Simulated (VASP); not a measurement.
# Ba (P6/mmm) in VASP: single point with PBEsol

Aim: the single point of Ba with PBEsol.

Everything below comes from runs of VASP 6.6.1. Logs are shortened: lines on timing, memory, paths and dates and some standing lists are left out, and cuts for length are marked.

## Step 1: The cell of the first run

Symmetry: P6/mmm, No. 191, hexagonal system. The conventional cell has a = 4.312 Å, b = 4.312 Å, c = 3.913 Å, α = 90.00°, β = 90.00°, γ = 120.00°. Within 5.1 Å of Ba (site symmetry 6/mmm) lie 8 Ba at 3.91 to 4.31 Å.

## Step 2: Single point, PBEsol

File INCAR:

```
SYSTEM = Ba
  ALGO = Normal
  EDIFF = 1E-6
  ENCUT = 520
  GGA = PS
  ISIF = 2
  ISMEAR = -1
  LASPH = .True.
  LCHARG = .True.
  LELF = .True.
  LREAL = .False.
  LVHAR = .True.
  LWAVE = .False.
  NBANDS = 11
  NELM = 60
  PREC = Accurate
  SIGMA = 0.15
```

File KPOINTS:

```
k-points
0
Gamma
  7 7 7
  0 0 0
```

File POSCAR:

```
Ba
1.0
    4.3116137000      0.0000000000      0.0000000000
   -2.1558068500      3.7339669900      0.0000000000
    0.0000000000      0.0000000000      3.9134133000
Ba
1
Direct
    0.0000000000      0.0000000000      0.0000000000
```

Potentials or basis: VASP PAW PBE potentials, release 64 (Ba_sv).

Launch:

```
> cat potpaw_PBE.64/Ba_sv/POTCAR > POTCAR
> mpirun -np 1 vasp_std > vasp.out
```

OUTCAR:

```text
SYSTEM = Ba
   EDIFF = 1E-6
   ENCUT = 520
   GGA = PS
   ISIF = 2
   ISMEAR = -1
   LASPH = .True.
   LREAL = .False.
   NELM = 60
   PREC = Accurate

 ion  position               nearest neighbor table
   1  0.000  0.000  0.000-

  LATTYP: Found a hexagonal cell.
 ALAT       =     4.3116137000
 C/A-ratio  =     0.9076446946

  Lattice vectors:

 A1 = (   4.3116137000,   0.0000000000,   0.0000000000)
 A2 = (  -2.1558068500,   3.7339669900,   0.0000000000)
 A3 = (   0.0000000000,   0.0000000000,   3.9134133000)

Analysis of symmetry for initial positions (statically):
=====================================================================
 Subroutine PRICEL returns:
 Original cell was already a primitive cell.

 Routine SETGRP: Setting up the symmetry group for a
 hexagonal supercell.

 Subroutine GETGRP returns: Found 24 space group operations
 (whereof 24 operations were pure point group operations)
 out of a pool of 24 trial point group operations.

The static configuration has the point symmetry D_6h.

Analysis of symmetry for dynamics (positions and initial velocities):
=====================================================================
 Subroutine PRICEL returns:
 Original cell was already a primitive cell.

 Routine SETGRP: Setting up the symmetry group for a
 hexagonal supercell.

 Subroutine GETGRP returns: Found 24 space group operations
 (whereof 24 operations were pure point group operations)
 out of a pool of 24 trial point group operations.

The dynamic configuration has the point symmetry D_6h.

 Subroutine INISYM returns: Found 24 space group operations
 (whereof 24 operations are pure point group operations),
 and found     1 'primitive' translations

----------------------------------------------------------------------------------------

                                     Primitive cell

  volume of cell :      63.0037

  direct lattice vectors                    reciprocal lattice vectors
     4.311613700  0.000000000  0.000000000     0.231931724  0.133905844  0.000000000
    -2.155806850  3.733966990  0.000000000     0.000000000  0.267811687  0.000000000
     0.000000000  0.000000000  3.913413300     0.000000000  0.000000000  0.255531405

  length of vectors
     4.311613700  4.311613695  3.913413300     0.267811687  0.267811687  0.255531405

  position of ions in fractional coordinates (direct lattice)
     0.000000000  0.000000000  0.000000000

  ion indices of the primitive-cell ions
   primitive index   ion index
                 1           1

----------------------------------------------------------------------------------------

 KPOINTS: k-points

Automatic generation of k-mesh.
 Grid dimensions read from file:
 generate k-points for:    7    7    7

 Generating k-lattice:

  Cartesian coordinates                     Fractional coordinates (reciprocal lattice)
     0.033133103  0.019129406  0.000000000     0.142857143  0.000000000  0.000000000
     0.000000000  0.038258812  0.000000000     0.000000000  0.142857143  0.000000000
     0.000000000  0.000000000  0.036504486     0.000000000  0.000000000  0.142857143

  Length of vectors
     0.038258812  0.038258812  0.036504486

  Shift w.r.t. Gamma in fractional coordinates (k-lattice)
     0.000000000  0.000000000  0.000000000

 Subroutine IBZKPT returns following result:
 ===========================================

 Found     32 irreducible k-points:

 Following reciprocal coordinates:
            Coordinates               Weight
  0.000000  0.000000  0.000000      1.000000
  0.142857  0.000000  0.000000      6.000000
  0.285714  0.000000  0.000000      6.000000
  0.428571 -0.000000  0.000000      6.000000
  0.142857  0.142857  0.000000      6.000000
  0.285714  0.142857  0.000000     12.000000
[... 16 lines left out ...]
  0.428571  0.142857  0.285714     12.000000
  0.285714  0.285714  0.285714     12.000000
 [... further k-points ...]
   k-points           NKPTS =     32   k-points in BZ     NKDIM =     32   number of bands    NBANDS=     11
   number of dos      NEDOS =    301   number of ions     NIONS =      1
   total plane-waves  NPLWV =  30720
   dimension x,y,z NGX =    32 NGY =   32 NGZ =   30
   dimension x,y,z NGXF=    64 NGYF=   64 NGZF=   60
   ions per type =               1
   NGX,Y,Z   is equivalent  to a cutoff of  12.34, 12.34, 12.74 a.u.
   NGXF,Y,Z  is equivalent  to a cutoff of  24.68, 24.68, 25.49 a.u.
 SYSTEM =  Ba
   PREC   = accura    normal or accurate (medium, high low for compatibility)
   ISTART =      0    job   : 0-new  1-cont  2-samecut
   ICHARG =      2    charge: 1-file 2-atom 10-const
   ISPIN  =      1    spin polarized calculation?
   LNONCOLLINEAR =      F non collinear calculations
   LSORBIT =      F    spin-orbit coupling
   LASPH  =      T    aspherical Exc in radial PAW
   ENCUT  =  520.0 eV  38.22 Ry    6.18 a.u.   8.02  8.02  7.28*2*pi/ulx,y,z
   NELM   =     60;   NELMIN=  2; NELMDL= -5     # of ELM steps
   EDIFF  = 0.1E-05   stopping-criterion for ELM
   LREAL  =      F    real-space projection
   EDIFFG = 0.1E-04   stopping-criterion for IOM
   NSW    =      0    number of steps for IOM
   IBRION =     -1    ionic relax: 0-MD 1-quasi-New 2-CG
   NFREE  =      0    steps in history (QN), initial steepest desc. (CG)
   ISIF   =      2    stress and relaxation
   ISYM   =      2    0-nonsym 1-usesym 2-fastsym
   POTIM  = 0.5000    time-step for ionic-motion
   TEBEG  =    0.0;   TEEND  =   0.0 temperature during run
   PSTRESS=    0.0 pullay stress
   NELECT =      10.0000    total number of electrons
   NUPDOWN=      -1.0000    fix difference up-down
   EMIN   =  10.00;   EMAX   =-10.00  energy-range for DOS
   EFERMI =   0.00;   METHOD = LEGACY
   ISMEAR =    -1;   SIGMA  =   0.15  broadening in eV -4-tet -1-fermi 0-gaus
   EFERMI_NEDOS =   21; number of points for ismear=-14 and -15
   IALGO  =     38    algorithm
   IMIX   =      4    mixing-type and parameters
     AMIX     =   0.40;   BMIX     =  1.00
     AMIX_MAG =   1.60;   BMIX_MAG =  1.00
  volume/ion in A,a.u.               =      63.00       425.17
  Fermi-wavevector in a.u.,A,eV,Ry     =   0.886379  1.675014 10.689660  0.785668
  Thomas-Fermi vector in A             =   2.007537
   LORBIT       =      0    0 simple, 1 ext, 2 COOP (PROOUT), +10 PAW based schemes
   GGA     = PS    functional components
   LHFCALC =     F    Hartree Fock is set to
   AEXX    =    0.0000 exact exchange contribution
   IVDW    =     0    specifies the selected vdW correction
   LEPSILON=     F    determine dielectric tensor
   LRPA    =     F    only Hartree local field effects (RPA)
 non-spin polarized calculation
  energy-cutoff  :      520.00
  volume of cell :       63.00
 maximum number of plane-waves:      1712
   NGX = 17   NGY = 17   NGZ = 15

 number of electron      10.0000001 magnetization

 Free energy of the ion-electron system (eV)
  ---------------------------------------------------
  ext. energy  EPLUGINS =         0.00000000
  ---------------------------------------------------
  free energy    TOTEN  =        -2.01192620 eV

  energy without entropy =       -1.89295281  energy(sigma->0) =       -1.95243950

 E-fermi :   1.5206     XC(G=0):  -7.4940

 val. band max:        1.5162747197   @ k =   0.2857   0.2857   0.2857
 cond. band min:       1.5645140647   @ k =   0.4286   0.1429   0.2857
 fundamental gap:      0.0482393450
 Fermi energy:         1.5205892442

 k-point     1 :       0.0000    0.0000    0.0000
  band No.  band energies     occupation
      1     -27.5050      2.00000
      2     -12.4173      2.00000
      3     -12.4173      2.00000
      4     -12.3147      2.00000
      5      -1.1740      2.00000
      6       1.6254      0.66415
      7       3.2383      0.00002
      8       3.2383      0.00002
      9       6.4338      0.00000
     10       6.4338      0.00000
     11       7.5970      0.00000

 k-point     2 :       0.1429    0.0000    0.0000
  band No.  band energies     occupation
      1     -27.4971      2.00000
      2     -12.5163      2.00000
      3     -12.4395      2.00000
      4     -12.3048      2.00000
      5      -0.8363      2.00000
      6       1.7649      0.32808
      7       2.7716      0.00048
      8       3.5852      0.00000
      9       5.8461      0.00000
     10       6.3465      0.00000
     11       8.5892      0.00000

 k-point     3 :       0.2857    0.0000    0.0000
  band No.  band energies     occupation
      1     -27.4792      2.00000
      2     -12.7282      2.00000
      3     -12.4884      2.00000
      4     -12.2826      2.00000
      5      -0.0427      1.99994
      6       1.8596      0.18897
      7       2.3920      0.00598
      8       4.5683      0.00000
      9       5.0306      0.00000
     10       6.1638      0.00000
     11       8.0409      0.00000

 k-point     4 :       0.4286   -0.0000    0.0000
  band No.  band energies     occupation
      1     -27.4649      2.00000
      2     -12.8891      2.00000
      3     -12.5270      2.00000
      4     -12.2646      2.00000
      5       0.5316      1.99726
      6       1.8473      0.20351
      7       2.5409      0.00222
      8       4.5639      0.00000
      9       5.9367      0.00000
     10       6.0288      0.00000
     11       7.4867      0.00000

 k-point     5 :       0.1429    0.1429    0.0000
  band No.  band energies     occupation
      1     -27.4842      2.00000
      2     -12.6570      2.00000
      3     -12.4896      2.00000
      4     -12.2888      2.00000
      5      -0.2457      1.99998
      6       1.9939      0.08174
      7       2.2403      0.01636
      8       4.2804      0.00000
      9       5.2710      0.00000
     10       6.1294      0.00000
     11       8.4343      0.00000

 k-point     6 :       0.2857    0.1429    0.0000
  band No.  band energies     occupation
      1     -27.4681      2.00000
      2     -12.8148      2.00000
      3     -12.5618      2.00000
      4     -12.2686      2.00000
      5       0.5891      1.99599
      6       1.8197      0.23967
      7       2.3330      0.00885
      8       4.7818      0.00000
      9       5.4011      0.00000
     10       5.8300      0.00000
     11       7.4366      0.00000

 k-point     7 :       0.4286    0.1429    0.0000
  band No.  band energies     occupation
      1     -27.4609      2.00000
      2     -12.8820      2.00000
      3     -12.5943      2.00000
      4     -12.2596      2.00000
      5       0.9014      1.96827
      6       1.9525      0.10634
      7       2.3701      0.00692
      8       4.6024      0.00000
      9       5.7022      0.00000
     10       6.4314      0.00000
     11       6.6075      0.00000

 k-point     8 :       0.2857    0.2857    0.0000
  band No.  band energies     occupation
      1     -27.4591      2.00000
      2     -12.8169      2.00000
      3     -12.6898      2.00000
      4     -12.2574      2.00000
      5       1.4473      1.23965
      6       1.8054      0.26044
      7       2.1876      0.02317
      8       4.8181      0.00000
      9       5.2956      0.00000
     10       5.8696      0.00000
     11       6.7285      0.00000
[... 141 lines left out ...]
 k-point    19 :       0.2857    0.0000    0.2857
  band No.  band energies     occupation
      1     -27.4397      2.00000
      2     -12.7563      2.00000
      3     -12.6666      2.00000
      4     -12.4402      2.00000
      5       0.7248      1.99012
      6       2.1001      0.04112
      7       3.3517      0.00001
      8       4.0137      0.00000
      9       4.2253      0.00000
     10       5.0202      0.00000
     11       8.0126      0.00000

 k-point    20 :       0.4286   -0.0000    0.2857
  band No.  band energies     occupation
      1     -27.4257      2.00000
      2     -12.8226      2.00000
      3     -12.7274      2.00000
      4     -12.4773      2.00000
      5       1.1185      1.87172
      6       1.5010      1.06532
      7       3.8069      0.00000
      8       4.0652      0.00000
      9       4.5940      0.00000
     10       6.2303      0.00000
     11       7.4888      0.00000

 k-point    21 :       0.1429    0.1429    0.2857
  band No.  band energies     occupation
      1     -27.4445      2.00000
      2     -12.7649      2.00000
      3     -12.5991      2.00000
      4     -12.4411      2.00000
      5       0.5984      1.99573
      6       2.6437      0.00112
      7       2.6583      0.00102
      8       4.0776      0.00000
      9       4.2971      0.00000
     10       4.7922      0.00000
     11       8.5331      0.00000

 k-point    22 :       0.2857    0.1429    0.2857
  band No.  band energies     occupation
      1     -27.4288      2.00000
      2     -12.7549      2.00000
      3     -12.7300      2.00000
      4     -12.5102      2.00000
      5       1.0995      1.88617
      6       1.9848      0.08666
      7       3.3361      0.00001
      8       3.8214      0.00000
      9       4.0437      0.00000
     10       6.1979      0.00000
     11       8.2021      0.00000

 k-point    23 :       0.4286    0.1429    0.2857
  band No.  band energies     occupation
      1     -27.4218      2.00000
      2     -12.8157      2.00000
      3     -12.7202      2.00000
      4     -12.5414      2.00000
      5       1.3953      1.39497
      6       1.5645      0.85462
      7       3.4829      0.00000
      8       4.0285      0.00000
      9       4.3441      0.00000
     10       7.0246      0.00000
     11       7.3182      0.00000

 k-point    24 :       0.2857    0.2857    0.2857
  band No.  band energies     occupation
      1     -27.4200      2.00000
      2     -12.7539      2.00000
      3     -12.7165      2.00000
      4     -12.6323      2.00000
      5       1.5163      1.01438
      6       1.9578      0.10284
      7       3.4280      0.00001
      8       3.5021      0.00000
      9       4.0425      0.00000
     10       6.6019      0.00000
     11       8.0306      0.00000

 [... further k-points ...]
[... 5 lines left out ...]
  --------------------------------------------------------------------------------------
  -------------------------------------------------------------------------------------
  Total       -0.3578196     -0.3578196     -0.0295068      0.0000000     -0.0000000      0.0000000
  in kB       -9.0993135     -9.0993135     -0.7503542      0.0000000     -0.0000000      0.0000000
  external PRESSURE =      -6.3163271 kB  Pullay stress =       0.0000000 kB

 VOLUME and BASIS-vectors are now :
 -----------------------------------------------------------------------------
  energy-cutoff  :      520.00
  volume of cell :       63.00
      direct lattice vectors                 reciprocal lattice vectors
     4.311613700  0.000000000  0.000000000     0.231931724  0.133905844  0.000000000
    -2.155806850  3.733966990  0.000000000     0.000000000  0.267811687  0.000000000
     0.000000000  0.000000000  3.913413300     0.000000000  0.000000000  0.255531405

 POSITION                                       TOTAL-FORCE (eV/Angst)
 -----------------------------------------------------------------------------------
      0.00000      0.00000      0.00000         0.000000      0.000000      0.000000
 -----------------------------------------------------------------------------------
    total drift:                                0.000000      0.000000     -0.000000

  FREE ENERGIE OF THE ION-ELECTRON SYSTEM (eV)
  ---------------------------------------------------
  free  energy   TOTEN  =        -2.0119261953 eV

  energy  without entropy=       -1.8929528099  energy(sigma->0) =       -1.95243950
```

It took 6.2 s on 1 thread of Intel Xeon 6975P-C (Granite Rapids), shared host; peak memory 0.18 GiB.

What came out:

| Item | Value |
| --- | --- |
| Free energy | -2.0119 eV |
| Pressure | -0.6 GPa |
| Band gap on the k mesh | zero (band 5 reaches 1.67 eV, above the bottom of band 6 at 1.50 eV) |

Caveat: the PAW data sets were made with another functional, which shifts forces and pressure a little; spin-orbit coupling is left out, which moves the levels of the heavy elements.
